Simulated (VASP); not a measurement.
# HfC (P1) in VASP: single point with r2SCAN

Aim: the single point of HfC with r2SCAN.

All numbers are computed with VASP 6.6.1; they aren't measurements. Logs are shortened: lines on timing, memory, paths and dates and some standing lists are left out, and cuts for length are marked.

### Step 1. The cell of the first run

The typed cell holds 2 atoms: a = 3.258 Å, b = 3.247 Å, c = 2.974 Å, α = 87.64°, β = 91.39°, γ = 119.97°.

### Step 2. Single point, r2SCAN (atoms moved at random and the cell strained at random)

POSCAR

```
HfC
1.0
    3.2582277332      0.0044483358     -0.0398491164
   -1.6252614948      2.8105244910      0.0675242667
   -0.0357838928      0.0493562947      2.9732088859
Hf C
1 1
Direct
   -0.0441796321     -0.0048716768     -0.0640655677
    0.7108462988      0.3382050101      0.5640655677
```

INCAR.step1

```
ALGO = Normal ; EDIFF = 1E-4
ENCUT = 520 ; GGA = PE
ISMEAR = 0 ; LASPH = T
LCHARG = F ; LREAL = F
LWAVE = T ; NBANDS = 14
NELM = 60 ; PREC = Accurate
SIGMA = 0.05
```

INCAR.step2

```
ALGO = Normal ; EDIFF = 1E-6
ENCUT = 520 ; ISIF = 2
ISMEAR = 0 ; ISTART = 1
LASPH = T ; LCHARG = F
LMIXTAU = T ; LREAL = F
LWAVE = F ; METAGGA = R2SCAN
NBANDS = 14 ; NELM = 60
PREC = Accurate ; SIGMA = 0.05
```

KPOINTS

```
k-points
0
Gamma
  12 12 12
```

Potentials or basis: VASP PAW PBE potentials, release 64 (Hf_pv, C).

Launch:

```console
cat potpaw_PBE.64/Hf_pv/POTCAR potpaw_PBE.64/C/POTCAR > POTCAR
cp INCAR.step1 INCAR
mpirun -np 1 vasp_std > vasp.out
cp INCAR.step2 INCAR
mpirun -np 1 vasp_std > vasp.out
```

OUTCAR:

```text
EDIFF = 1E-6
   ENCUT = 520
   ISIF = 2
   ISMEAR = 0
   ISTART = 1
   LASPH = T
   LREAL = F
   METAGGA = R2SCAN
   NELM = 60
   PREC = Accurate

 ion  position               nearest neighbor table
   1  0.956  0.995  0.936-   2 1.96   2 2.20   2 2.41   2 2.55   2 2.59   2 2.83
   2  0.711  0.338  0.564-   1 1.96   1 2.20   1 2.41   1 2.55   1 2.59   1 2.83

  LATTYP: Found a triclinic cell.
 ALAT       =     5.6263080581
 B/A-ratio  =     0.5784336093
 C/A-ratio  =     1.1497052026
 COS(alpha) =     0.0042853279
 COS(beta)  =     0.4483831312
 COS(gamma) =     0.8656686746

  Lattice vectors:

 A1 = (  -0.0077047436,  -5.6254973178,  -0.0951994170)
 A2 = (  -1.6329662384,  -2.8149728268,  -0.0276751503)
 A3 = (   4.9192731208,  -2.8554324499,  -3.0805822690)

Analysis of symmetry for initial positions (statically):
=====================================================================
 Subroutine PRICEL returns:
 Original cell was already a primitive cell.

 Routine SETGRP: Setting up the symmetry group for a
 triclinic supercell.

 Subroutine GETGRP returns: Found  1 space group operations
 (whereof  1 operations were pure point group operations)
 out of a pool of  2 trial point group operations.

The static configuration has the point symmetry C_1 .

Analysis of symmetry for dynamics (positions and initial velocities):
=====================================================================
 Subroutine PRICEL returns:
 Original cell was already a primitive cell.

 Routine SETGRP: Setting up the symmetry group for a
 triclinic supercell.

 Subroutine GETGRP returns: Found  1 space group operations
 (whereof  1 operations were pure point group operations)
 out of a pool of  2 trial point group operations.

The dynamic configuration has the point symmetry C_1 .

 Subroutine INISYM returns: Found  1 space group operations
 (whereof  1 operations are pure point group operations),
 and found     1 'primitive' translations

----------------------------------------------------------------------------------------

                                     Primitive cell

  volume of cell :      27.2365

  direct lattice vectors                    reciprocal lattice vectors
     3.258227733  0.004448336 -0.039849116     0.306682357  0.177329379  0.000747330
    -1.625261495  2.810524491  0.067524267    -0.000557805  0.355624904 -0.005910210
    -0.035783893  0.049356295  2.973208886     0.004123049 -0.005699866  0.336481190

  length of vectors
     3.258474444  3.247319259  2.973833824     0.354260265  0.355674450  0.336554719

  position of ions in fractional coordinates (direct lattice)
     0.955820368  0.995128323  0.935934432
     0.710846299  0.338205010  0.564065568

  ion indices of the primitive-cell ions
   primitive index   ion index
                 1           1
                 2           2

----------------------------------------------------------------------------------------

 KPOINTS: k-points

Automatic generation of k-mesh.
 Grid dimensions read from file:
 generate k-points for:   12   12   12

 Generating k-lattice:

  Cartesian coordinates                     Fractional coordinates (reciprocal lattice)
     0.025556863  0.014777448  0.000062277     0.083333333  0.000000000  0.000000000
    -0.000046484  0.029635409 -0.000492517     0.000000000  0.083333333  0.000000000
     0.000343587 -0.000474989  0.028040099     0.000000000  0.000000000  0.083333333

  Length of vectors
     0.029521689  0.029639538  0.028046227

  Shift w.r.t. Gamma in fractional coordinates (k-lattice)
     0.000000000  0.000000000  0.000000000

 Subroutine IBZKPT returns following result:
 ===========================================

 Found    868 irreducible k-points:

 Following reciprocal coordinates:
            Coordinates               Weight
  0.000000  0.000000  0.000000      1.000000
  0.083333  0.000000 -0.000000      2.000000
  0.166667  0.000000 -0.000000      2.000000
  0.250000  0.000000  0.000000      2.000000
  0.333333 -0.000000 -0.000000      2.000000
  0.416667  0.000000 -0.000000      2.000000
[... 16 lines left out ...]
  0.250000  0.166667 -0.000000      2.000000
  0.333333  0.166667  0.000000      2.000000
 [... further k-points ...]
   k-points           NKPTS =    868   k-points in BZ     NKDIM =    868   number of bands    NBANDS=     14
   number of dos      NEDOS =    301   number of ions     NIONS =      2
   total plane-waves  NPLWV =  13824
   dimension x,y,z NGX =    24 NGY =   24 NGZ =   24
   dimension x,y,z NGXF=    48 NGYF=   48 NGZF=   48
   ions per type =               1   1
   NGX,Y,Z   is equivalent  to a cutoff of  12.24, 12.29, 13.42 a.u.
   NGXF,Y,Z  is equivalent  to a cutoff of  24.49, 24.57, 26.83 a.u.
 SYSTEM =  unknown system
   PREC   = accura    normal or accurate (medium, high low for compatibility)
   ISTART =      1    job   : 0-new  1-cont  2-samecut
   ICHARG =      0    charge: 1-file 2-atom 10-const
   ISPIN  =      1    spin polarized calculation?
   LNONCOLLINEAR =      F non collinear calculations
   LSORBIT =      F    spin-orbit coupling
   LASPH  =      T    aspherical Exc in radial PAW
   ENCUT  =  520.0 eV  38.22 Ry    6.18 a.u.   6.06  6.04  5.53*2*pi/ulx,y,z
   NELM   =     60;   NELMIN=  2; NELMDL=  0     # of ELM steps
   EDIFF  = 0.1E-05   stopping-criterion for ELM
   LREAL  =      F    real-space projection
   EDIFFG = 0.1E-04   stopping-criterion for IOM
   NSW    =      0    number of steps for IOM
   IBRION =     -1    ionic relax: 0-MD 1-quasi-New 2-CG
   NFREE  =      0    steps in history (QN), initial steepest desc. (CG)
   ISIF   =      2    stress and relaxation
   ISYM   =      2    0-nonsym 1-usesym 2-fastsym
   POTIM  = 0.5000    time-step for ionic-motion
   TEBEG  =    0.0;   TEEND  =   0.0 temperature during run
   PSTRESS=    0.0 pullay stress
   NELECT =      14.0000    total number of electrons
   NUPDOWN=      -1.0000    fix difference up-down
   EMIN   =  10.00;   EMAX   =-10.00  energy-range for DOS
   EFERMI =   0.00;   METHOD = LEGACY
   ISMEAR =     0;   SIGMA  =   0.05  broadening in eV -4-tet -1-fermi 0-gaus
   EFERMI_NEDOS =   21; number of points for ismear=-14 and -15
   IALGO  =     38    algorithm
   IMIX   =      4    mixing-type and parameters
     AMIX     =   0.40;   BMIX     =  1.00
     AMIX_MAG =   1.60;   BMIX_MAG =  1.00
  volume/ion in A,a.u.               =      13.62        91.90
  Fermi-wavevector in a.u.,A,eV,Ry     =   1.311396  2.478179 23.398755  1.719760
  Thomas-Fermi vector in A             =   2.441861
   LORBIT       =      0    0 simple, 1 ext, 2 COOP (PROOUT), +10 PAW based schemes
   METAGGA = R2SCAN    functional components
   LHFCALC =     F    Hartree Fock is set to
   AEXX    =    0.0000 exact exchange contribution
   IVDW    =     0    specifies the selected vdW correction
   LEPSILON=     F    determine dielectric tensor
   LRPA    =     F    only Hartree local field effects (RPA)
 non-spin polarized calculation
 Gauss-broadening in eV      SIGMA  =   0.05
  energy-cutoff  :      520.00
  volume of cell :       27.24
 maximum number of plane-waves:       748
   NGX = 13   NGY = 13   NGZ = 11

 number of electron      13.9999999 magnetization

 Free energy of the ion-electron system (eV)
  ---------------------------------------------------
  ext. energy  EPLUGINS =         0.00000000
  ---------------------------------------------------
  free energy    TOTEN  =       -55.24882340 eV

  energy without entropy =      -55.24882282  energy(sigma->0) =      -55.24882311

 E-fermi :   5.4373     XC(G=0): -12.4765

 val. band max:        5.3285669815   @ k =  -0.1667   0.4167   0.0833
 cond. band min:       5.5462428807   @ k =  -0.2500   0.4167   0.0000
 fundamental gap:      0.2176758993
 Fermi energy:         5.4372901284

 k-point     1 :       0.0000    0.0000    0.0000
  band No.  band energies     occupation
      1     -25.7920      2.00000
      2     -25.6711      2.00000
      3     -25.5063      2.00000
      4      -7.1668      2.00000
      5       2.7623      2.00000
      6       3.0893      2.00000
      7       3.5252      2.00000
      8       8.6557      0.00000
      9       9.7150      0.00000
     10      10.2913      0.00000
     11      11.5597      0.00000
     12      13.2454      0.00000
     13      14.5680      0.00000
     14      17.8074      0.00000

 k-point     2 :       0.0833    0.0000   -0.0000
  band No.  band energies     occupation
      1     -25.8308      2.00000
      2     -25.6789      2.00000
      3     -25.5031      2.00000
      4      -7.0439      2.00000
      5       2.5977      2.00000
      6       3.0588      2.00000
      7       3.6196      2.00000
      8       8.5963      0.00000
      9       9.6982      0.00000
     10      10.4601      0.00000
     11      11.6616      0.00000
     12      13.1799      0.00000
     13      14.3964      0.00000
     14      17.7642      0.00000

 k-point     3 :       0.1667    0.0000   -0.0000
  band No.  band energies     occupation
      1     -25.9353      2.00000
      2     -25.7008      2.00000
      3     -25.4938      2.00000
      4      -6.7035      2.00000
      5       2.0259      2.00000
      6       3.2250      2.00000
      7       3.8781      2.00000
      8       8.2334      0.00000
      9       9.7450      0.00000
     10      10.6005      0.00000
     11      12.1807      0.00000
     12      13.0771      0.00000
     13      14.0514      0.00000
     14      17.7651      0.00000
[... 324 lines left out ...]
 k-point    23 :       0.2500    0.1667   -0.0000
  band No.  band energies     occupation
      1     -26.1994      2.00000
      2     -25.8504      2.00000
      3     -25.4588      2.00000
      4      -5.4046      2.00000
      5       0.8126      2.00000
      6       3.4009      2.00000
      7       4.7048      2.00000
      8       7.0071      0.00000
      9       9.2771      0.00000
     10      10.5852      0.00000
     11      12.0965      0.00000
     12      13.5752      0.00000
     13      15.6673      0.00000
     14      17.8959      0.00000

 k-point    24 :       0.3333    0.1667    0.0000
  band No.  band energies     occupation
      1     -26.2707      2.00000
      2     -25.8861      2.00000
      3     -25.4496      2.00000
      4      -5.0493      2.00000
      5       0.7659      2.00000
      6       3.1610      2.00000
      7       4.9132      2.00000
      8       6.8803      0.00000
      9       9.1602      0.00000
     10      10.6177      0.00000
     11      11.3949      0.00000
     12      13.9385      0.00000
     13      16.8996      0.00000
     14      17.8961      0.00000

 [... further k-points ...]

------------------------ aborting loop because EDIFF is reached ----------------------------------------

  FORCE on cell =-STRESS in cart. coord.  units (eV):
  Direction    XX          YY          ZZ          XY          YZ          ZX
  --------------------------------------------------------------------------------------
  -------------------------------------------------------------------------------------
  Total        1.5145181      1.4468731      1.1222034     -1.5654239     -0.9530544      2.3103375
  in kB       89.0910921     85.1118984     66.0132950    -92.0856126    -56.0631535    135.9049406
  external PRESSURE =      80.0720952 kB  Pullay stress =       0.0000000 kB

 VOLUME and BASIS-vectors are now :
 -----------------------------------------------------------------------------
  energy-cutoff  :      520.00
  volume of cell :       27.24
      direct lattice vectors                 reciprocal lattice vectors
     3.258227733  0.004448336 -0.039849116     0.306682357  0.177329379  0.000747330
    -1.625261495  2.810524491  0.067524267    -0.000557805  0.355624904 -0.005910210
    -0.035783893  0.049356295  2.973208886     0.004123049 -0.005699866  0.336481190

 POSITION                                       TOTAL-FORCE (eV/Angst)
 -----------------------------------------------------------------------------------
      1.46345      2.84728      2.81184         2.790805     -1.142631      2.054517
      1.74624      0.98154      1.67160        -2.790805      1.142631     -2.054517
 -----------------------------------------------------------------------------------
    total drift:                                0.000361     -0.000107      0.000899

  FREE ENERGIE OF THE ION-ELECTRON SYSTEM (eV)
  ---------------------------------------------------
  free  energy   TOTEN  =       -55.2488234014 eV

  energy  without entropy=      -55.2488228215  energy(sigma->0) =      -55.24882311
```

Wall time 16 min (1 thread of Oxide Virtual Turin-like, shared host); peak memory 0.39 GiB.

What came out:

```
Free energy            : -55.2488 eV
Pressure               : 8.0 GPa
Largest force          : 3.649 eV/Å
Band gap on the k mesh : 0.22 eV, indirect (least direct gap 0.39 eV)
```

Forces on the atoms (eV/Å):
```
Hf   2.791 -1.143  2.055
C   -2.791  1.143 -2.055
```

Caveat: the cell differs from its parent crystal (atoms moved at random and the cell strained at random); the PAW data sets were made with another functional, which shifts forces and pressure a little; spin-orbit coupling is left out, which moves the levels of the heavy elements. A k mesh can miss the band edges.
